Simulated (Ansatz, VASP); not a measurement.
**One calculation of NbRu3C, two programs**

File INCAR:

```
  PREC = Accurate
  ENCUT = 520
  EDIFF = 1E-6
  ISMEAR = 0
  SIGMA = 0.1
  LREAL = F
  LASPH = T
  NELM = 60
  ALGO = Normal
  ISIF = 2
  LWAVE = F
  LCHARG = T
  GGA = PE
  LELF = T
  LVHAR = T
  NBANDS = 38
```

File KPOINTS:

```
regular mesh
0
Gamma
  6 6 4
```

The input POSCAR:

```
NbRu3C
1.0
    4.1422075100      0.0000000000      0.0000000000
   -2.0711037500      3.5872569300      0.0000000000
    0.0000000000      0.0000000000      4.8404991400
Nb Ru C
1 3 1
Direct
    0.6666666700      0.3333333300      0.5000000000
    0.1779330500      0.8220669500      0.5000000000
    0.1779330500      0.3558661000      0.5000000000
    0.6441339000      0.8220669500      0.5000000000
    0.3333333300      0.6666666700      0.0000000000
```

Input for Ansatz:

```yaml
crystal:
  lattice:
    - [4.14220751, 0.0, 0.0]
    - [-2.07110375, 3.58725693, 0.0]
    - [0.0, 0.0, 4.84049914]
  atoms:
    - { symbol: Nb, position: [0.66666667, 0.33333333, 0.5] }
    - { symbol: Ru, position: [0.17793305, 0.82206695, 0.5] }
    - { symbol: Ru, position: [0.17793305, 0.3558661, 0.5] }
    - { symbol: Ru, position: [0.6441339, 0.82206695, 0.5] }
    - { symbol: C, position: [0.33333333, 0.66666667, 0.0] }
basis:
  ecutwfc: 420
kpoints:
  mp_grid: { grid: [6, 6, 4] }
hamiltonian:
  xc: pbe
scf:
  occupations: { method: gaussian, width: 0.1 }
  lower_state_search: "off"
output:
  forces: true
  stress: true
  eigenvalues: true
```

Alike in both runs: task single point; functional PBE; k mesh 6 × 6 × 4; occupations gaussian, width 0.1 eV; no spin polarisation.

|  | VASP | Ansatz |
| --- | --- | --- |
| version | VASP 6.6.1 | Ansatz 0.2.0 |
| potentials or method | VASP PAW PBE potentials, release 64 (Nb_sv, Ru_pv, C), cutoff 520 eV | scalar-relativistic, plane waves, PAW |
| valence electrons in the cell | 59 | 65 |

```csv
,VASP,Ansatz,Ansatz less VASP
gap on the k mesh at the Fermi level (eV),none,none,-
rms of the force components (eV/Å),9.116,8.641,-0.4750
```

Atom by atom the forces differ by 0.475 eV/Å (rms over components). A gap of «none» marks a metal or a gap that the smearing closes. VASP's potentials hold 59 valence electrons a cell and Ansatz's 65, so a difference there can come from the potentials and not from the codes.
